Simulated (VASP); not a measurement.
# TiTe2 (P1) in VASP: single point with r2SCAN

Aim: the single point of TiTe2 with r2SCAN.

Everything below comes from runs of VASP 6.6.1. Logs are shortened: lines on timing, memory, paths and dates and some standing lists are left out, and cuts for length are marked.

### Step 1. The cell of the first run

The typed cell holds 3 atoms: a = 3.818 Å, b = 3.756 Å, c = 6.826 Å, α = 90.71°, β = 89.25°, γ = 120.48°.

### Step 2. Single point, r2SCAN (atoms moved at random and the cell strained at random)

POSCAR

```
TiTe2
1.0
    3.8182890330      0.0023938382      0.0251103291
   -1.9070713918      3.2357051796     -0.0233449448
    0.0445450827     -0.0221018858      6.8253996421
Ti Te
1 2
Direct
    0.0063248784      0.0025612473     -0.0017824072
    0.3296682764      0.6816708377      0.2539750004
    0.6640068453      0.3157679150      0.7478074069
```

INCAR.step1

```
SYSTEM = TiTe2
PREC = Accurate
ENCUT = 520
ISMEAR = 0
SIGMA = 0.05
LREAL = .False.
LASPH = .True.
NELM = 60
NBANDS = 19
GGA = PE
ALGO = Normal
EDIFF = 1E-4
LWAVE = .True.
LCHARG = .False.
```

INCAR.step2

```
SYSTEM = TiTe2
PREC = Accurate
ENCUT = 520
EDIFF = 1E-6
ISMEAR = 0
SIGMA = 0.05
LREAL = .False.
LASPH = .True.
NELM = 60
ALGO = Normal
ISIF = 2
LWAVE = .False.
LCHARG = .False.
METAGGA = R2SCAN
LMIXTAU = .True.
NBANDS = 19
ISTART = 1
```

KPOINTS

```
Automatic mesh
0
Gamma
  10 10 6
  0 0 0
```

Potentials or basis: VASP PAW PBE potentials, release 64 (Ti_sv, Te).

On the command line:

```sh
$ cat potpaw_PBE.64/Ti_sv/POTCAR potpaw_PBE.64/Te/POTCAR > POTCAR
$ cp INCAR.step1 INCAR
$ mpirun -np 1 vasp_std > vasp.out
$ cp INCAR.step2 INCAR
$ mpirun -np 1 vasp_std > vasp.out
```

OUTCAR:

```text
SYSTEM = TiTe2
   PREC = Accurate
   ENCUT = 520
   EDIFF = 1E-6
   ISMEAR = 0
   LREAL = .False.
   LASPH = .True.
   NELM = 60
   ISIF = 2
   METAGGA = R2SCAN
   ISTART = 1

 ion  position               nearest neighbor table
   1  0.006  0.003  0.998-   3 2.75   2 2.76   3 2.77   3 2.80   2 2.80   2 2.82
   2  0.330  0.682  0.254-   1 2.76   1 2.80   1 2.82
   3  0.664  0.316  0.748-   1 2.75   1 2.77   1 2.80

  LATTYP: Found a triclinic cell.
 ALAT       =     3.8183723494
 B/A-ratio  =     0.9836553784
 C/A-ratio  =     1.7875629087
 COS(alpha) =     0.0123184862
 COS(beta)  =     0.0131000363
 COS(gamma) =     0.5072347641

  Lattice vectors:

 A1 = (  -3.8182890330,  -0.0023938382,  -0.0251103291)
 A2 = (  -1.9070713918,   3.2357051796,  -0.0233449448)
 A3 = (  -0.0445450827,   0.0221018858,  -6.8253996421)

Analysis of symmetry for initial positions (statically):
=====================================================================
 Subroutine PRICEL returns:
 Original cell was already a primitive cell.

 Routine SETGRP: Setting up the symmetry group for a
 triclinic supercell.

 Subroutine GETGRP returns: Found  1 space group operations
 (whereof  1 operations were pure point group operations)
 out of a pool of  2 trial point group operations.

The static configuration has the point symmetry C_1 .

Analysis of symmetry for dynamics (positions and initial velocities):
=====================================================================
 Subroutine PRICEL returns:
 Original cell was already a primitive cell.

 Routine SETGRP: Setting up the symmetry group for a
 triclinic supercell.

 Subroutine GETGRP returns: Found  1 space group operations
 (whereof  1 operations were pure point group operations)
 out of a pool of  2 trial point group operations.

The dynamic configuration has the point symmetry C_1 .

 Subroutine INISYM returns: Found  1 space group operations
 (whereof  1 operations are pure point group operations),
 and found     1 'primitive' translations

----------------------------------------------------------------------------------------

                                     Primitive cell

  volume of cell :      84.3535

  direct lattice vectors                    reciprocal lattice vectors
     3.818289033  0.002393838  0.025110329     0.261808624  0.154296972 -0.001209018
    -1.907071392  3.235705180 -0.023344945    -0.000200275  0.308940831  0.001001714
     0.044545083 -0.022101886  6.825399642    -0.000963867  0.000489020  0.146519442

  length of vectors
     3.818372349  3.755962498  6.825580784     0.303895990  0.308942520  0.146523428

  position of ions in fractional coordinates (direct lattice)
     0.006324878  0.002561247  0.998217593
     0.329668276  0.681670838  0.253975000
     0.664006845  0.315767915  0.747807407

  ion indices of the primitive-cell ions
   primitive index   ion index
                 1           1
                 2           2
                 3           3

----------------------------------------------------------------------------------------

 KPOINTS: Automatic mesh

Automatic generation of k-mesh.
 Grid dimensions read from file:
 generate k-points for:   10   10    6

 Generating k-lattice:

  Cartesian coordinates                     Fractional coordinates (reciprocal lattice)
     0.026180862  0.015429697 -0.000120902     0.100000000  0.000000000  0.000000000
    -0.000020027  0.030894083  0.000100171    -0.000000000  0.100000000  0.000000000
    -0.000160644  0.000081503  0.024419907     0.000000000  0.000000000  0.166666667

  Length of vectors
     0.030389599  0.030894252  0.024420571

  Shift w.r.t. Gamma in fractional coordinates (k-lattice)
     0.000000000  0.000000000  0.000000000

 Subroutine IBZKPT returns following result:
 ===========================================

 Found    304 irreducible k-points:

 Following reciprocal coordinates:
            Coordinates               Weight
  0.000000  0.000000  0.000000      1.000000
  0.100000 -0.000000 -0.000000      2.000000
  0.200000 -0.000000 -0.000000      2.000000
  0.300000 -0.000000 -0.000000      2.000000
  0.400000 -0.000000 -0.000000      2.000000
  0.500000 -0.000000  0.000000      1.000000
[... 16 lines left out ...]
 -0.400000  0.200000  0.000000      2.000000
 -0.300000  0.200000  0.000000      2.000000
 [... further k-points ...]
   k-points           NKPTS =    304   k-points in BZ     NKDIM =    304   number of bands    NBANDS=     19
   number of dos      NEDOS =    301   number of ions     NIONS =      3
   total plane-waves  NPLWV =  42336
   dimension x,y,z NGX =    28 NGY =   28 NGZ =   54
   dimension x,y,z NGXF=    56 NGYF=   56 NGZF=  108
   ions per type =               1   2
   NGX,Y,Z   is equivalent  to a cutoff of  12.19, 12.39, 13.15 a.u.
   NGXF,Y,Z  is equivalent  to a cutoff of  24.38, 24.79, 26.30 a.u.
 SYSTEM =  TiTe2
   PREC   = accura    normal or accurate (medium, high low for compatibility)
   ISTART =      1    job   : 0-new  1-cont  2-samecut
   ICHARG =      0    charge: 1-file 2-atom 10-const
   ISPIN  =      1    spin polarized calculation?
   LNONCOLLINEAR =      F non collinear calculations
   LSORBIT =      F    spin-orbit coupling
   LASPH  =      T    aspherical Exc in radial PAW
   ENCUT  =  520.0 eV  38.22 Ry    6.18 a.u.   7.10  6.98 12.69*2*pi/ulx,y,z
   NELM   =     60;   NELMIN=  2; NELMDL=  0     # of ELM steps
   EDIFF  = 0.1E-05   stopping-criterion for ELM
   LREAL  =      F    real-space projection
   EDIFFG = 0.1E-04   stopping-criterion for IOM
   NSW    =      0    number of steps for IOM
   IBRION =     -1    ionic relax: 0-MD 1-quasi-New 2-CG
   NFREE  =      0    steps in history (QN), initial steepest desc. (CG)
   ISIF   =      2    stress and relaxation
   ISYM   =      2    0-nonsym 1-usesym 2-fastsym
   POTIM  = 0.5000    time-step for ionic-motion
   TEBEG  =    0.0;   TEEND  =   0.0 temperature during run
   PSTRESS=    0.0 pullay stress
   NELECT =      24.0000    total number of electrons
   NUPDOWN=      -1.0000    fix difference up-down
   EMIN   =  10.00;   EMAX   =-10.00  energy-range for DOS
   EFERMI =   0.00;   METHOD = LEGACY
   ISMEAR =     0;   SIGMA  =   0.05  broadening in eV -4-tet -1-fermi 0-gaus
   EFERMI_NEDOS =   21; number of points for ismear=-14 and -15
   IALGO  =     38    algorithm
   IMIX   =      4    mixing-type and parameters
     AMIX     =   0.40;   BMIX     =  1.00
     AMIX_MAG =   1.60;   BMIX_MAG =  1.00
  volume/ion in A,a.u.               =      28.12       189.75
  Fermi-wavevector in a.u.,A,eV,Ry     =   1.076740  2.034744 15.774180  1.159369
  Thomas-Fermi vector in A             =   2.212633
   LORBIT       =      0    0 simple, 1 ext, 2 COOP (PROOUT), +10 PAW based schemes
   METAGGA = R2SCAN    functional components
   LHFCALC =     F    Hartree Fock is set to
   AEXX    =    0.0000 exact exchange contribution
   IVDW    =     0    specifies the selected vdW correction
   LEPSILON=     F    determine dielectric tensor
   LRPA    =     F    only Hartree local field effects (RPA)
 non-spin polarized calculation
 Gauss-broadening in eV      SIGMA  =   0.05
  energy-cutoff  :      520.00
  volume of cell :       84.35
 maximum number of plane-waves:      2288
   NGX = 15   NGY = 13   NGZ = 25

 number of electron      24.0000000 magnetization

 Free energy of the ion-electron system (eV)
  ---------------------------------------------------
  ext. energy  EPLUGINS =         0.00000000
  ---------------------------------------------------
  free energy    TOTEN  =       -66.26916469 eV

  energy without entropy =      -66.26695704  energy(sigma->0) =      -66.26806087

 E-fermi :   6.2232     XC(G=0): -10.0591

 val. band max:        6.2203299635   @ k =  -0.0000   0.1000   0.0000
 cond. band min:       6.2292194104   @ k =   0.1000  -0.0000   0.5000
 fundamental gap:      0.0088894469
 Fermi energy:         6.2232004196

 k-point     1 :       0.0000    0.0000    0.0000
  band No.  band energies     occupation
      1     -53.8682      2.00000
      2     -29.0752      2.00000
      3     -29.0728      2.00000
      4     -29.0273      2.00000
      5      -6.5761      2.00000
      6      -5.2766      2.00000
[... 11 lines left out ...]
     18      12.0102      0.00000
     19      12.4669      0.00000

 k-point     2 :       0.1000   -0.0000   -0.0000
  band No.  band energies     occupation
      1     -53.8679      2.00000
      2     -29.0783      2.00000
      3     -29.0742      2.00000
      4     -29.0267      2.00000
      5      -6.4630      2.00000
      6      -5.2129      2.00000
[... 11 lines left out ...]
     18      12.6908      0.00000
     19      12.8909      0.00000

 k-point     3 :       0.2000   -0.0000   -0.0000
  band No.  band energies     occupation
      1     -53.8671      2.00000
      2     -29.0881      2.00000
      3     -29.0765      2.00000
      4     -29.0248      2.00000
      5      -6.1390      2.00000
      6      -5.0392      2.00000
[... 11 lines left out ...]
     18      12.7499      0.00000
     19      13.3213      0.00000

 k-point     4 :       0.3000   -0.0000   -0.0000
  band No.  band energies     occupation
      1     -53.8662      2.00000
      2     -29.1006      2.00000
      3     -29.0791      2.00000
      4     -29.0223      2.00000
      5      -5.6579      2.00000
      6      -4.8153      2.00000
[... 407 lines left out ...]
     18      11.2132      0.00000
     19      13.6974      0.00000

 k-point    23 :      -0.4000    0.2000    0.0000
  band No.  band energies     occupation
      1     -53.8658      2.00000
      2     -29.1031      2.00000
      3     -29.0835      2.00000
      4     -29.0212      2.00000
      5      -5.4197      2.00000
      6      -4.7030      2.00000
[... 11 lines left out ...]
     18      11.9121      0.00000
     19      13.5154      0.00000

 k-point    24 :      -0.3000    0.2000    0.0000
  band No.  band energies     occupation
      1     -53.8666      2.00000
      2     -29.0961      2.00000
      3     -29.0783      2.00000
      4     -29.0232      2.00000
      5      -5.8481      2.00000
      6      -4.8943      2.00000
[... 11 lines left out ...]
     18      12.7389      0.00000
     19      13.4657      0.00000

 [... further k-points ...]

------------------------ aborting loop because EDIFF is reached ----------------------------------------

  FORCE on cell =-STRESS in cart. coord.  units (eV):
  Direction    XX          YY          ZZ          XY          YZ          ZX
  --------------------------------------------------------------------------------------
  -------------------------------------------------------------------------------------
  Total       -0.0153249      0.3299022     -0.3575482     -0.0253300     -0.3865324      0.1050774
  in kB       -0.2910748      6.2660362     -6.7911325     -0.4811089     -7.3416484      1.9957999
  external PRESSURE =      -0.2720570 kB  Pullay stress =       0.0000000 kB

 VOLUME and BASIS-vectors are now :
 -----------------------------------------------------------------------------
  energy-cutoff  :      520.00
  volume of cell :       84.35
      direct lattice vectors                 reciprocal lattice vectors
     3.818289033  0.002393838  0.025110329     0.261808624  0.154296972 -0.001209018
    -1.907071392  3.235705180 -0.023344945    -0.000200275  0.308940831  0.001001714
     0.044545083 -0.022101886  6.825399642    -0.000963867  0.000489020  0.146519442

 POSITION                                       TOTAL-FORCE (eV/Angst)
 -----------------------------------------------------------------------------------
      0.06373     -0.01376      6.81333        -0.125953     -0.045605      0.181374
     -0.02991      2.20086      1.72585         0.116725     -0.131039     -0.279215
      1.96649      1.00679      5.11339         0.009228      0.176643      0.097841
 -----------------------------------------------------------------------------------
    total drift:                               -0.001348     -0.000076     -0.002784

  FREE ENERGIE OF THE ION-ELECTRON SYSTEM (eV)
  ---------------------------------------------------
  free  energy   TOTEN  =       -66.2691646939 eV

  energy  without entropy=      -66.2669570400  energy(sigma->0) =      -66.26806087
```

Run time: 48 min. Hardware: 1 thread of Intel Xeon 8259CL, shared host; peak memory 0.58 GiB.

Results:

- Free energy: -66.2692 eV
- Pressure: 0.0 GPa
- Largest force: 0.330 eV/Å
- Band gap on the k mesh: zero (bands 12 and 13 overlap by 0.66 eV)

Forces in eV/Å, atoms in the order of the input:
```
Ti  -0.126 -0.046  0.181
Te   0.117 -0.131 -0.279
Te   0.009  0.177  0.098
```

Caveat: the cell differs from its parent crystal (atoms moved at random and the cell strained at random); the PAW data sets were made with another functional, which shifts forces and pressure a little; spin-orbit coupling is left out, which moves the levels of the heavy elements.
